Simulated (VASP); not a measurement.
# HfB (Fm-3m) in VASP: notebook

HfB is run at these levels: PBEsol; tasks: single point, relaxation of cell and atoms.

Everything below comes from runs of VASP 6.6.1. Logs are shortened: lines on timing, memory, paths and dates and some standing lists are left out, and cuts for length are marked.

## Step 1: The cell of the first run

It takes space group Fm-3m (No. 225, cubic). The conventional cell has a = 4.762 Å, b = 4.762 Å, c = 4.762 Å, α = 90.00°, β = 90.00°, γ = 90.00°. Within 3.1 Å of Hf (site symmetry m-3m) lie 6 B at 2.38 Å. B (site symmetry m-3m) has 6 Hf at 2.38 Å within 3.1 Å.

## Step 2: Single point, PBEsol

INCAR

```
SYSTEM = HfB
  PREC = Accurate
  ENCUT = 500
  EDIFF = 1E-6
  ISMEAR = 0
  SIGMA = 0.1
  LREAL = .FALSE.
  LASPH = .TRUE.
  NELM = 120
  ALGO = Normal
  ISIF = 2
  LWAVE = .FALSE.
  LCHARG = .FALSE.
  GGA = PS
  NBANDS = 14
  GGA_COMPAT = .FALSE.
```

KPOINTS

```
regular mesh
0
G
  16 16 16
  0 0 0
```

POSCAR

```
HfB
1.0
    0.0000000000      2.3809529788      2.3809529788
    2.3809529788      0.0000000000      2.3809529788
    2.3809529788      2.3809529788      0.0000000000
Hf B
1 1
Direct
    0.5000000000      0.5000000000      0.5000000000
    0.0000000000      0.0000000000      0.0000000000
```

Potentials or basis: VASP PAW PBE potentials, release 64 (Hf_pv, B).

Launch:

```bash
$ cat potpaw_PBE.64/Hf_pv/POTCAR potpaw_PBE.64/B/POTCAR > POTCAR
$ mpirun -np 1 vasp_std > vasp.out
```

OUTCAR:

```text
SYSTEM = HfB
   PREC = Accurate
   ENCUT = 500
   EDIFF = 1E-6
   ISMEAR = 0
   LREAL = .FALSE.
   LASPH = .TRUE.
   NELM = 120
   ISIF = 2
   GGA = PS

 ion  position               nearest neighbor table
   1  0.500  0.500  0.500-   2 2.38   2 2.38   2 2.38   2 2.38   2 2.38   2 2.38
   2  0.000  0.000  0.000-   1 2.38   1 2.38   1 2.38   1 2.38   1 2.38   1 2.38

  LATTYP: Found a face centered cubic cell.
 ALAT       =     4.7619059576

  Lattice vectors:

 A1 = (   0.0000000000,   2.3809529788,   2.3809529788)
 A2 = (   2.3809529788,   0.0000000000,   2.3809529788)
 A3 = (   2.3809529788,   2.3809529788,   0.0000000000)

Analysis of symmetry for initial positions (statically):
=====================================================================
 Subroutine PRICEL returns:
 Original cell was already a primitive cell.

 Routine SETGRP: Setting up the symmetry group for a
 face centered cubic supercell.

 Subroutine GETGRP returns: Found 48 space group operations
 (whereof 48 operations were pure point group operations)
 out of a pool of 48 trial point group operations.

The static configuration has the point symmetry O_h .

Analysis of symmetry for dynamics (positions and initial velocities):
=====================================================================
 Subroutine PRICEL returns:
 Original cell was already a primitive cell.

 Routine SETGRP: Setting up the symmetry group for a
 face centered cubic supercell.

 Subroutine GETGRP returns: Found 48 space group operations
 (whereof 48 operations were pure point group operations)
 out of a pool of 48 trial point group operations.

The dynamic configuration has the point symmetry O_h .

 Subroutine INISYM returns: Found 48 space group operations
 (whereof 48 operations are pure point group operations),
 and found     1 'primitive' translations

----------------------------------------------------------------------------------------

                                     Primitive cell

  volume of cell :      26.9949

  direct lattice vectors                    reciprocal lattice vectors
     0.000000000  2.380952979  2.380952979    -0.209999947  0.209999947  0.209999947
     2.380952979  0.000000000  2.380952979     0.209999947 -0.209999947  0.209999947
     2.380952979  2.380952979  0.000000000     0.209999947  0.209999947 -0.209999947

  length of vectors
     3.367175994  3.367175994  3.367175994     0.363730578  0.363730578  0.363730578

  position of ions in fractional coordinates (direct lattice)
     0.500000000  0.500000000  0.500000000
     0.000000000  0.000000000  0.000000000

  ion indices of the primitive-cell ions
   primitive index   ion index
                 1           1
                 2           2

----------------------------------------------------------------------------------------

 KPOINTS: regular mesh

Automatic generation of k-mesh.
 Grid dimensions read from file:
 generate k-points for:   16   16   16

 Generating k-lattice:

  Cartesian coordinates                     Fractional coordinates (reciprocal lattice)
    -0.013124997  0.013124997  0.013124997     0.062500000  0.000000000  0.000000000
     0.013124997 -0.013124997  0.013124997     0.000000000  0.062500000  0.000000000
     0.013124997  0.013124997 -0.013124997     0.000000000  0.000000000  0.062500000

  Length of vectors
     0.022733161  0.022733161  0.022733161

  Shift w.r.t. Gamma in fractional coordinates (k-lattice)
     0.000000000  0.000000000  0.000000000

 Subroutine IBZKPT returns following result:
 ===========================================

 Found    145 irreducible k-points:

 Following reciprocal coordinates:
            Coordinates               Weight
  0.000000  0.000000  0.000000      1.000000
  0.062500  0.000000  0.000000      8.000000
  0.125000  0.000000  0.000000      8.000000
  0.187500  0.000000  0.000000      8.000000
  0.250000  0.000000  0.000000      8.000000
  0.312500  0.000000  0.000000      8.000000
[... 16 lines left out ...]
 -0.125000  0.062500  0.000000     24.000000
 -0.062500  0.062500  0.000000     12.000000
 [... further k-points ...]
   k-points           NKPTS =    145   k-points in BZ     NKDIM =    145   number of bands    NBANDS=     14
   number of dos      NEDOS =    301   number of ions     NIONS =      2
   total plane-waves  NPLWV =  21952
   dimension x,y,z NGX =    28 NGY =   28 NGZ =   28
   dimension x,y,z NGXF=    56 NGYF=   56 NGZF=   56
   ions per type =               1   1
   NGX,Y,Z   is equivalent  to a cutoff of  13.82, 13.82, 13.82 a.u.
   NGXF,Y,Z  is equivalent  to a cutoff of  27.65, 27.65, 27.65 a.u.
 SYSTEM =  HfB
   PREC   = accura    normal or accurate (medium, high low for compatibility)
   ISTART =      0    job   : 0-new  1-cont  2-samecut
   ICHARG =      2    charge: 1-file 2-atom 10-const
   ISPIN  =      1    spin polarized calculation?
   LNONCOLLINEAR =      F non collinear calculations
   LSORBIT =      F    spin-orbit coupling
   LASPH  =      T    aspherical Exc in radial PAW
   ENCUT  =  500.0 eV  36.75 Ry    6.06 a.u.   6.14  6.14  6.14*2*pi/ulx,y,z
   NELM   =    120;   NELMIN=  2; NELMDL= -5     # of ELM steps
   EDIFF  = 0.1E-05   stopping-criterion for ELM
   LREAL  =      F    real-space projection
   EDIFFG = 0.1E-04   stopping-criterion for IOM
   NSW    =      0    number of steps for IOM
   IBRION =     -1    ionic relax: 0-MD 1-quasi-New 2-CG
   NFREE  =      0    steps in history (QN), initial steepest desc. (CG)
   ISIF   =      2    stress and relaxation
   ISYM   =      2    0-nonsym 1-usesym 2-fastsym
   POTIM  = 0.5000    time-step for ionic-motion
   TEBEG  =    0.0;   TEEND  =   0.0 temperature during run
   PSTRESS=    0.0 pullay stress
   NELECT =      13.0000    total number of electrons
   NUPDOWN=      -1.0000    fix difference up-down
   EMIN   =  10.00;   EMAX   =-10.00  energy-range for DOS
   EFERMI =   0.00;   METHOD = LEGACY
   ISMEAR =     0;   SIGMA  =   0.10  broadening in eV -4-tet -1-fermi 0-gaus
   EFERMI_NEDOS =   21; number of points for ismear=-14 and -15
   IALGO  =     38    algorithm
   IMIX   =      4    mixing-type and parameters
     AMIX     =   0.40;   BMIX     =  1.00
     AMIX_MAG =   1.60;   BMIX_MAG =  1.00
  volume/ion in A,a.u.               =      13.50        91.09
  Fermi-wavevector in a.u.,A,eV,Ry     =   1.283202  2.424901 22.403464  1.646608
  Thomas-Fermi vector in A             =   2.415469
   LORBIT       =      0    0 simple, 1 ext, 2 COOP (PROOUT), +10 PAW based schemes
   GGA     = PS    functional components
   LHFCALC =     F    Hartree Fock is set to
   AEXX    =    0.0000 exact exchange contribution
   IVDW    =     0    specifies the selected vdW correction
   LEPSILON=     F    determine dielectric tensor
   LRPA    =     F    only Hartree local field effects (RPA)
 non-spin polarized calculation
 Gauss-broadening in eV      SIGMA  =   0.10
  energy-cutoff  :      500.00
  volume of cell :       26.99
 maximum number of plane-waves:       701
 NGX is ok and might be reduce to    28
   NGX = 13   NGY = 13   NGZ = 13

 number of electron      12.9999999 magnetization

 Free energy of the ion-electron system (eV)
  ---------------------------------------------------
  ext. energy  EPLUGINS =         0.00000000
  ---------------------------------------------------
  free energy    TOTEN  =       -18.40588780 eV

  energy without entropy =      -18.40167303  energy(sigma->0) =      -18.40378042

 E-fermi :   4.4308     XC(G=0): -11.9776

 val. band max:        4.4301404661   @ k =   0.2500   0.0625   0.0000
 cond. band min:       4.4339682631   @ k =   0.5000   0.2500   0.0000
 fundamental gap:      0.0038277970
 Fermi energy:         4.4307994637

 k-point     1 :       0.0000    0.0000    0.0000
  band No.  band energies     occupation
      1     -24.2969      2.00000
      2     -24.2969      2.00000
      3     -24.2969      2.00000
      4      -4.8354      2.00000
      5       6.4887      0.00000
      6       6.4887      0.00000
      7       6.4887      0.00000
      8       8.1671      0.00000
      9       8.1671      0.00000
     10       8.1671      0.00000
     11       8.2870      0.00000
     12       8.2870      0.00000
     13      15.7326      0.00000
     14      16.1118      0.00000

 k-point     2 :       0.0625    0.0000    0.0000
  band No.  band energies     occupation
      1     -24.3181      2.00000
      2     -24.2992      2.00000
      3     -24.2992      2.00000
      4      -4.7336      2.00000
      5       6.1053      0.00000
      6       6.4223      0.00000
      7       6.4223      0.00000
      8       7.3312      0.00000
      9       7.3312      0.00000
     10       8.3654      0.00000
     11       9.3947      0.00000
     12       9.3947      0.00000
     13      15.9946      0.00000
     14      16.2509      0.00000

 k-point     3 :       0.1250    0.0000    0.0000
  band No.  band energies     occupation
      1     -24.3778      2.00000
      2     -24.3056      2.00000
      3     -24.3056      2.00000
      4      -4.4353      2.00000
      5       5.2985      0.00000
      6       5.8690      0.00000
      7       5.8690      0.00000
      8       7.2026      0.00000
      9       7.2026      0.00000
     10       8.6743      0.00000
     11      10.6841      0.00000
     12      10.6841      0.00000
     13      16.6071      0.00000
     14      16.7259      0.00000
[... 324 lines left out ...]
 k-point    23 :      -0.1250    0.0625    0.0000
  band No.  band energies     occupation
      1     -24.4125      2.00000
      2     -24.3259      2.00000
      3     -24.3033      2.00000
      4      -4.2106      2.00000
      5       4.9502      0.00000
      6       5.3618      0.00000
      7       5.4432      0.00000
      8       6.9378      0.00000
      9       7.8757      0.00000
     10       9.0280      0.00000
     11      10.5416      0.00000
     12      11.9091      0.00000
     13      16.8562      0.00000
     14      17.2358      0.00000

 k-point    24 :      -0.0625    0.0625    0.0000
  band No.  band energies     occupation
      1     -24.3472      2.00000
      2     -24.3116      2.00000
      3     -24.2989      2.00000
      4      -4.5668      2.00000
      5       5.7924      0.00000
      6       5.8664      0.00000
      7       6.2938      0.00000
      8       6.6414      0.00000
      9       7.6781      0.00000
     10       8.7258      0.00000
     11       9.5664      0.00000
     12      10.5865      0.00000
     13      16.4108      0.00000
     14      16.4713      0.00000

 [... further k-points ...]
[... 5 lines left out ...]
  --------------------------------------------------------------------------------------
  -------------------------------------------------------------------------------------
  Total        0.5725124      0.5725124      0.5725124      0.0000000      0.0000000     -0.0000000
  in kB       33.9791878     33.9791878     33.9791878      0.0000000      0.0000000     -0.0000000
  external PRESSURE =      33.9791878 kB  Pullay stress =       0.0000000 kB

 VOLUME and BASIS-vectors are now :
 -----------------------------------------------------------------------------
  energy-cutoff  :      500.00
  volume of cell :       26.99
      direct lattice vectors                 reciprocal lattice vectors
     0.000000000  2.380952979  2.380952979    -0.209999947  0.209999947  0.209999947
     2.380952979  0.000000000  2.380952979     0.209999947 -0.209999947  0.209999947
     2.380952979  2.380952979  0.000000000     0.209999947  0.209999947 -0.209999947

 POSITION                                       TOTAL-FORCE (eV/Angst)
 -----------------------------------------------------------------------------------
      2.38095      2.38095      2.38095        -0.000000      0.000000      0.000000
      0.00000      0.00000      0.00000         0.000000     -0.000000     -0.000000
 -----------------------------------------------------------------------------------
    total drift:                                0.000000      0.000000      0.000000

  FREE ENERGIE OF THE ION-ELECTRON SYSTEM (eV)
  ---------------------------------------------------
  free  energy   TOTEN  =       -18.4058878018 eV

  energy  without entropy=      -18.4016730297  energy(sigma->0) =      -18.40378042
```

Run time: 49 s. Hardware: 1 thread of AMD EPYC 7R13 (Zen 3), shared host; peak memory 0.17 GiB.

What came out:

| Item | Value |
| --- | --- |
| Free energy | -18.4059 eV |
| Pressure | 3.4 GPa |
| Band gap on the k mesh | zero (an odd number of electrons rules out a gap without spin polarisation) |

Caveat: the cell stands under pressure; the PAW data sets were made with another functional, which shifts forces and pressure a little; spin-orbit coupling is left out, which moves the levels of the heavy elements.

[end of part 1 of 2]

The gap in the log of VASP goes by the Fermi energy; the results here count the filled bands.